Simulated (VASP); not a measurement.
# Ti3Si (P6_3/mmc) in VASP: notebook

Runs on Ti3Si. Level: PBEsol. Tasks: single point, relaxation of cell and atoms.

Program: VASP 6.6.1. These are calculated values, not measurements. Logs are shortened: lines on timing, memory, paths and dates and some standing lists are left out, and cuts for length are marked.

## (1) The cell of the first run

It takes space group P6_3/mmc (No. 194, hexagonal). Conventional cell: a = 5.612 Å, b = 5.612 Å, c = 4.492 Å, α = 90.00°, β = 90.00°, γ = 120.00°. Ti (site symmetry mm2) has 8 Ti at 2.72 to 2.89 Å and 4 Si at 2.74 to 2.81 Å within 3.6 Å. Within 3.6 Å of Si (site symmetry -6m2) lie 12 Ti at 2.74 to 2.81 Å.

## (2) Single point, PBEsol

The input, INCAR:

```
PREC = Accurate
ENCUT = 520
EDIFF = 1E-6
ISMEAR = 0
SIGMA = 0.1
LREAL = F
LASPH = T
NELM = 80
ALGO = Fast
ISIF = 2
LWAVE = F
LCHARG = F
GGA = PS
NBANDS = 50
```

The input, KPOINTS:

```
Automatic mesh
0
Gamma
  6 6 8
```

The input, POSCAR:

```
Ti3Si
1.0
    5.6118766903      0.0000000000      0.0000000000
   -2.8059383452      4.8600277767      0.0000000000
    0.0000000000      0.0000000000      4.4923563326
Ti Si
6 2
Direct
    0.3431812295      0.1715906148      0.7500000000
    0.8284093852      0.1715906148      0.7500000000
    0.8284093852      0.6568187705      0.7500000000
    0.6568187705      0.8284093852      0.2500000000
    0.1715906148      0.8284093852      0.2500000000
    0.1715906148      0.3431812295      0.2500000000
    0.3333333333      0.6666666667      0.7500000000
    0.6666666667      0.3333333333      0.2500000000
```

Potentials or basis: VASP PAW PBE potentials, release 64 (Ti_sv, Si).

The run is started by

```
> cat potpaw_PBE.64/Ti_sv/POTCAR potpaw_PBE.64/Si/POTCAR > POTCAR
> mpirun -np 1 vasp_std > vasp.out
```

OUTCAR:

```text
PREC = Accurate
   ENCUT = 520
   EDIFF = 1E-6
   ISMEAR = 0
   LREAL = F
   LASPH = T
   NELM = 80
   ISIF = 2
   GGA = PS

 ion  position               nearest neighbor table
   1  0.343  0.172  0.750-   3 2.72   2 2.72   8 2.74   8 2.74   6 2.80   6 2.80   5 2.80   5 2.80
                             7 2.81   7 2.81   3 2.89   2 2.89
   2  0.828  0.172  0.750-   1 2.72   3 2.72   8 2.74   8 2.74   6 2.80   6 2.80   4 2.80   4 2.80
                             7 2.81   7 2.81   1 2.89   3 2.89
   3  0.828  0.657  0.750-   1 2.72   2 2.72   8 2.74   8 2.74   4 2.80   4 2.80   5 2.80   5 2.80
                             7 2.81   7 2.81   1 2.89   2 2.89
   4  0.657  0.828  0.250-   6 2.72   5 2.72   7 2.74   7 2.74   3 2.80   3 2.80   2 2.80   2 2.80
                             8 2.81   8 2.81   6 2.89   5 2.89
   5  0.172  0.828  0.250-   4 2.72   6 2.72   7 2.74   7 2.74   3 2.80   3 2.80   1 2.80   1 2.80
                             8 2.81   8 2.81   4 2.89   6 2.89
   6  0.172  0.343  0.250-   4 2.72   5 2.72   7 2.74   7 2.74   1 2.80   1 2.80   2 2.80   2 2.80
                             8 2.81   8 2.81   4 2.89   5 2.89
   7  0.333  0.667  0.750-   5 2.74   5 2.74   4 2.74   4 2.74   6 2.74   6 2.74   2 2.81   2 2.81
                             3 2.81   3 2.81   1 2.81   1 2.81
   8  0.667  0.333  0.250-   2 2.74   2 2.74   1 2.74   1 2.74   3 2.74   3 2.74   5 2.81   5 2.81
                             6 2.81   6 2.81   4 2.81   4 2.81

  LATTYP: Found a hexagonal cell.
 ALAT       =     5.6118766903
 C/A-ratio  =     0.8005087390

  Lattice vectors:

 A1 = (   5.6118766903,   0.0000000000,   0.0000000000)
 A2 = (  -2.8059383452,   4.8600277767,   0.0000000000)
 A3 = (   0.0000000000,   0.0000000000,   4.4923563326)

Analysis of symmetry for initial positions (statically):
=====================================================================
 Subroutine PRICEL returns:
 Original cell was already a primitive cell.

 Routine SETGRP: Setting up the symmetry group for a
 hexagonal supercell.

 Subroutine GETGRP returns: Found 24 space group operations
 (whereof 12 operations were pure point group operations)
 out of a pool of 24 trial point group operations.

The static configuration has the point symmetry D_3d.
 The point group associated with its full space group is D_6h.

Analysis of symmetry for dynamics (positions and initial velocities):
=====================================================================
 Subroutine PRICEL returns:
 Original cell was already a primitive cell.

 Routine SETGRP: Setting up the symmetry group for a
 hexagonal supercell.

 Subroutine GETGRP returns: Found 24 space group operations
 (whereof 12 operations were pure point group operations)
 out of a pool of 24 trial point group operations.

The dynamic configuration has the point symmetry D_3d.
 The point group associated with its full space group is D_6h.

 Subroutine INISYM returns: Found 24 space group operations
 (whereof 12 operations are pure point group operations),
 and found     1 'primitive' translations

----------------------------------------------------------------------------------------

                                     Primitive cell

  volume of cell :     122.5240

  direct lattice vectors                    reciprocal lattice vectors
     5.611876690  0.000000000  0.000000000     0.178193509  0.102880070  0.000000000
    -2.805938345  4.860027777  0.000000000     0.000000000  0.205760141  0.000000000
     0.000000000  0.000000000  4.492356333     0.000000000  0.000000000  0.222600330

  length of vectors
     5.611876690  5.611876690  4.492356333     0.205760141  0.205760141  0.222600330

  position of ions in fractional coordinates (direct lattice)
     0.343181229  0.171590615  0.750000000
     0.828409385  0.171590615  0.750000000
     0.828409385  0.656818771  0.750000000
     0.656818771  0.828409385  0.250000000
     0.171590615  0.828409385  0.250000000
     0.171590615  0.343181229  0.250000000
     0.333333333  0.666666667  0.750000000
     0.666666667  0.333333333  0.250000000

  ion indices of the primitive-cell ions
   primitive index   ion index
                 1           1
                 2           2
                 3           3
                 4           4
                 5           5
                 6           6
                 7           7
                 8           8

----------------------------------------------------------------------------------------

 KPOINTS: Automatic mesh

Automatic generation of k-mesh.
 Grid dimensions read from file:
 generate k-points for:    6    6    8

 Generating k-lattice:

  Cartesian coordinates                     Fractional coordinates (reciprocal lattice)
     0.029698918  0.017146678  0.000000000     0.166666667  0.000000000  0.000000000
     0.000000000  0.034293357  0.000000000     0.000000000  0.166666667  0.000000000
     0.000000000  0.000000000  0.027825041     0.000000000  0.000000000  0.125000000

  Length of vectors
     0.034293357  0.034293357  0.027825041

  Shift w.r.t. Gamma in fractional coordinates (k-lattice)
     0.000000000  0.000000000  0.000000000

 Subroutine IBZKPT returns following result:
 ===========================================

 Found     35 irreducible k-points:

 Following reciprocal coordinates:
            Coordinates               Weight
  0.000000  0.000000  0.000000      1.000000
  0.166667  0.000000  0.000000      6.000000
  0.333333 -0.000000  0.000000      6.000000
  0.500000 -0.000000  0.000000      3.000000
  0.166667  0.166667  0.000000      6.000000
  0.333333  0.166667  0.000000     12.000000
[... 16 lines left out ...]
  0.166667  0.000000  0.375000     12.000000
  0.333333 -0.000000  0.375000     12.000000
 [... further k-points ...]
   k-points           NKPTS =     35   k-points in BZ     NKDIM =     35   number of bands    NBANDS=     50
   number of dos      NEDOS =    301   number of ions     NIONS =      8
   total plane-waves  NPLWV =  63504
   dimension x,y,z NGX =    42 NGY =   42 NGZ =   36
   dimension x,y,z NGXF=    84 NGYF=   84 NGZF=   72
   ions per type =               6   2
   NGX,Y,Z   is equivalent  to a cutoff of  12.44, 12.44, 13.32 a.u.
   NGXF,Y,Z  is equivalent  to a cutoff of  24.88, 24.88, 26.64 a.u.
 SYSTEM =  unknown system
   PREC   = accura    normal or accurate (medium, high low for compatibility)
   ISTART =      0    job   : 0-new  1-cont  2-samecut
   ICHARG =      2    charge: 1-file 2-atom 10-const
   ISPIN  =      1    spin polarized calculation?
   LNONCOLLINEAR =      F non collinear calculations
   LSORBIT =      F    spin-orbit coupling
   LASPH  =      T    aspherical Exc in radial PAW
   ENCUT  =  520.0 eV  38.22 Ry    6.18 a.u.  10.43 10.43  8.35*2*pi/ulx,y,z
   NELM   =     80;   NELMIN=  2; NELMDL= -5     # of ELM steps
   EDIFF  = 0.1E-05   stopping-criterion for ELM
   LREAL  =      F    real-space projection
   EDIFFG = 0.1E-04   stopping-criterion for IOM
   NSW    =      0    number of steps for IOM
   IBRION =     -1    ionic relax: 0-MD 1-quasi-New 2-CG
   NFREE  =      0    steps in history (QN), initial steepest desc. (CG)
   ISIF   =      2    stress and relaxation
   ISYM   =      2    0-nonsym 1-usesym 2-fastsym
   POTIM  = 0.5000    time-step for ionic-motion
   TEBEG  =    0.0;   TEEND  =   0.0 temperature during run
   PSTRESS=    0.0 pullay stress
   NELECT =      80.0000    total number of electrons
   NUPDOWN=      -1.0000    fix difference up-down
   EMIN   =  10.00;   EMAX   =-10.00  energy-range for DOS
   EFERMI =   0.00;   METHOD = LEGACY
   ISMEAR =     0;   SIGMA  =   0.10  broadening in eV -4-tet -1-fermi 0-gaus
   EFERMI_NEDOS =   21; number of points for ismear=-14 and -15
   IALGO  =     68    algorithm
   IMIX   =      4    mixing-type and parameters
     AMIX     =   0.40;   BMIX     =  1.00
     AMIX_MAG =   1.60;   BMIX_MAG =  1.00
  volume/ion in A,a.u.               =      15.32       103.35
  Fermi-wavevector in a.u.,A,eV,Ry     =   1.420249  2.683881 27.444407  2.017107
  Thomas-Fermi vector in A             =   2.541184
   LORBIT       =      0    0 simple, 1 ext, 2 COOP (PROOUT), +10 PAW based schemes
   GGA     = PS    functional components
   LHFCALC =     F    Hartree Fock is set to
   AEXX    =    0.0000 exact exchange contribution
   IVDW    =     0    specifies the selected vdW correction
   LEPSILON=     F    determine dielectric tensor
   LRPA    =     F    only Hartree local field effects (RPA)
 non-spin polarized calculation
 RMM-DIIS sequential band-by-band and
 Gauss-broadening in eV      SIGMA  =   0.10
  energy-cutoff  :      520.00
  volume of cell :      122.52
 maximum number of plane-waves:      3335
 NGX is ok and might be reduce to    42
   NGX = 21   NGY = 21   NGZ = 17

 number of electron      79.9999993 magnetization

 Free energy of the ion-electron system (eV)
  ---------------------------------------------------
  ext. energy  EPLUGINS =         0.00000000
  ---------------------------------------------------
  free energy    TOTEN  =       -65.67687535 eV

  energy without entropy =      -65.64161731  energy(sigma->0) =      -65.65924633

 E-fermi :   9.4773     XC(G=0): -11.9369

 val. band max:        9.4723634430   @ k =   0.3333  -0.0000   0.3750
 cond. band min:       9.4795837000   @ k =   0.3333   0.1667   0.0000
 fundamental gap:      0.0072202571
 Fermi energy:         9.4773066098

 k-point     1 :       0.0000    0.0000    0.0000
  band No.  band energies     occupation
      1     -46.9979      2.00000
      2     -46.8656      2.00000
      3     -46.8633      2.00000
      4     -46.8633      2.00000
      5     -46.8001      2.00000
      6     -46.8001      2.00000
[... 42 lines left out ...]
     49      11.6005      0.00000
     50      11.7369      0.00000

 k-point     2 :       0.1667    0.0000    0.0000
  band No.  band energies     occupation
      1     -46.9899      2.00000
      2     -46.8745      2.00000
      3     -46.8635      2.00000
      4     -46.8623      2.00000
      5     -46.8003      2.00000
      6     -46.7999      2.00000
[... 1158 lines left out ...]
 k-point    24 :       0.3333   -0.0000    0.3750
  band No.  band energies     occupation
      1     -46.9334      2.00000
      2     -46.8987      2.00000
      3     -46.8625      2.00000
      4     -46.8441      2.00000
      5     -46.8334      2.00000
      6     -46.8193      2.00000
[... 42 lines left out ...]
     49      11.2897      0.00000
     50      11.3557      0.00000

 [... further k-points ...]
[... 5 lines left out ...]
  --------------------------------------------------------------------------------------
  -------------------------------------------------------------------------------------
  Total       -1.5850581     -1.5850581     -1.5727524      0.0000000     -0.0000000      0.0000000
  in kB      -20.7269165    -20.7269165    -20.5660024      0.0000000     -0.0000000      0.0000000
  external PRESSURE =     -20.6732785 kB  Pullay stress =       0.0000000 kB

 VOLUME and BASIS-vectors are now :
 -----------------------------------------------------------------------------
  energy-cutoff  :      520.00
  volume of cell :      122.52
      direct lattice vectors                 reciprocal lattice vectors
     5.611876690  0.000000000  0.000000000     0.178193509  0.102880070  0.000000000
    -2.805938345  4.860027777  0.000000000     0.000000000  0.205760141  0.000000000
     0.000000000  0.000000000  4.492356333     0.000000000  0.000000000  0.222600330

 POSITION                                       TOTAL-FORCE (eV/Angst)
 -----------------------------------------------------------------------------------
      1.44442      0.83394      3.36927        -0.005222     -0.003015      0.000000
      4.16746      0.83394      3.36927         0.005222     -0.003015      0.000000
      2.80594      3.19216      3.36927        -0.000000      0.006030     -0.000000
      1.36152      4.02609      1.12309         0.005222      0.003015     -0.000000
     -1.36152      4.02609      1.12309        -0.005222      0.003015     -0.000000
      0.00000      1.66787      1.12309         0.000000     -0.006030      0.000000
     -0.00000      3.24002      3.36927         0.000000     -0.000000      0.000000
      2.80594      1.62001      1.12309         0.000000      0.000000      0.000000
 -----------------------------------------------------------------------------------
    total drift:                               -0.000000      0.000000     -0.000000

  FREE ENERGIE OF THE ION-ELECTRON SYSTEM (eV)
  ---------------------------------------------------
  free  energy   TOTEN  =       -65.6768753506 eV

  energy  without entropy=      -65.6416173146  energy(sigma->0) =      -65.65924633
```

It took 7.9 min on 1 thread of AMD EPYC 9R45 (Zen 5), shared host; peak memory 0.29 GiB.

Results:

* Free energy: -65.6769 eV
* Pressure: -2.1 GPa
* Largest force: 0.006 eV/Å
* Band gap on the k mesh: zero (bands 40 and 41 overlap by 0.35 eV)

Forces on the atoms (eV/Å):
```
Ti  -0.005 -0.003  0.000
Ti   0.005 -0.003  0.000
Ti   0.000  0.006  0.000
Ti   0.005  0.003  0.000
Ti  -0.005  0.003  0.000
Ti   0.000 -0.006  0.000
Si   0.000  0.000  0.000
Si   0.000  0.000  0.000
```

Caveat: the PAW data sets were made with another functional, which shifts forces and pressure a little.

## (3) Relaxation of cell and atoms, PBEsol, target pressure -2 GPa, at which the enthalpy is minimised

This run uses another cell than the first one, of 15.39 Å³/atom.

The input, INCAR:

```
PREC = Accurate
ENCUT = 600
EDIFF = 1E-6
ISMEAR = 0
SIGMA = 0.1
LREAL = False
LASPH = True
NELM = 100
ALGO = Fast
ISIF = 3
LWAVE = False
LCHARG = False
GGA = PS
IBRION = 2
NSW = 70
EDIFFG = -0.008
PSTRESS = -20.0
```

The input, KPOINTS:

```
regular mesh
0
Gamma
  6 6 8
```

The input, POSCAR:

```
Ti3Si
1.0
    5.6196792948      0.0000000000      0.0000000000
   -2.8098396474      4.8667850304      0.0000000000
    0.0000000000      0.0000000000      4.5019527877
Ti Si
6 2
Direct
    0.3431759298      0.1715879649      0.7500000000
    0.8284120351      0.1715879649      0.7500000000
    0.8284120351      0.6568240702      0.7500000000
    0.6568240702      0.8284120351      0.2500000000
    0.1715879649      0.8284120351      0.2500000000
    0.1715879649      0.3431759298      0.2500000000
    0.3333333333      0.6666666667      0.7500000000
    0.6666666667      0.3333333333      0.2500000000
```

Potentials or basis: VASP PAW PBE potentials, release 64 (Ti_sv, Si).

The run is started by

```
> cat potpaw_PBE.64/Ti_sv/POTCAR potpaw_PBE.64/Si/POTCAR > POTCAR
> mpirun -np 1 vasp_std > vasp.out
```

Run time: 37 min. Hardware: 1 thread of Oxide Virtual Turin-like, shared host; peak memory 0.37 GiB.

Results (log left out):

* Free energy: -65.6779 eV
* Relaxed volume: 15.31 Å³/atom
* Relaxed cell: a = 5.610 Å, b = 5.610 Å, c = 4.493 Å, α = 90.00°, β = 90.00°, γ = 120.00°
* Space group after relaxing (to 0.1 Å): P6_3/mmc (No. 194)
* Energy change on relaxing (the run minimises the enthalpy): -1.3 meV/atom
* Ionic steps: 3
* Pressure after relaxing: -2.0 GPa
* Largest force after relaxing: 0.005 eV/Å
* Band gap on the k mesh: zero (bands 40 and 41 overlap by 0.35 eV)

Forces in eV/Å, atoms in the order of the input:
```
Ti  -0.004 -0.002  0.000
Ti   0.004 -0.002  0.000
Ti   0.000  0.005  0.000
Ti   0.004  0.002  0.000
Ti  -0.004  0.002  0.000
Ti   0.000 -0.005  0.000
Si   0.000  0.000  0.000
Si   0.000  0.000  0.000
```

Step by step:
| step | energy change (eV) | largest force (eV/Å) | pressure (GPa) | volume (Å³) |
| --- | --- | --- | --- | --- |
| 1 | 0.0000 | 0.0050 | -2.74 | 123.13 |
| 2 | -0.0162 | 0.0034 | -1.33 | 121.86 |
| 3 | -0.0101 | 0.0049 | -2.01 | 122.45 |

Final structure:
```xyz
8
Lattice="5.6099 0.0000 0.0000 -2.8050 4.8583 0.0000 0.0000 0.0000 4.4926" Properties=species:S:1:pos:R:3 pbc="T T T"
Ti    1.4438    0.8336    3.3695
Ti    4.1661    0.8336    3.3695
Ti    2.8050    3.1912    3.3695
Ti    1.3612    4.0248    1.1232
Ti   -1.3612    4.0248    1.1232
Ti    0.0000    1.6671    1.1232
Si    0.0000    3.2389    3.3695
Si    2.8050    1.6194    1.1232
```

Levels at points of the mesh, in eV from the Fermi level:
```
           k point  band 36  band 37  band 38  band 39  band 40  band 41  band 42  band 43  band 44  band 45
(0.00, 0.00, 0.00)    -1.74    -1.38    -1.38    -0.67    -0.26     0.48     0.48     0.50     0.57     0.57
(0.50, 0.00, 0.00)    -1.12    -0.96    -0.68    -0.66     0.02     0.33     0.47     0.56     0.85     1.16
(0.00, 0.00, 0.50)    -1.42    -1.10    -1.10    -0.54    -0.54    -0.04    -0.04    -0.04    -0.04     1.59
(0.50, 0.00, 0.50)    -0.62    -0.52    -0.52    -0.28    -0.28     0.01     0.01     0.54     0.54     1.10
```

Caveat: the cell is relaxed towards a set pressure, so the run minimises the enthalpy, not the energy; the PAW data sets were made with another functional, which shifts forces and pressure a little.
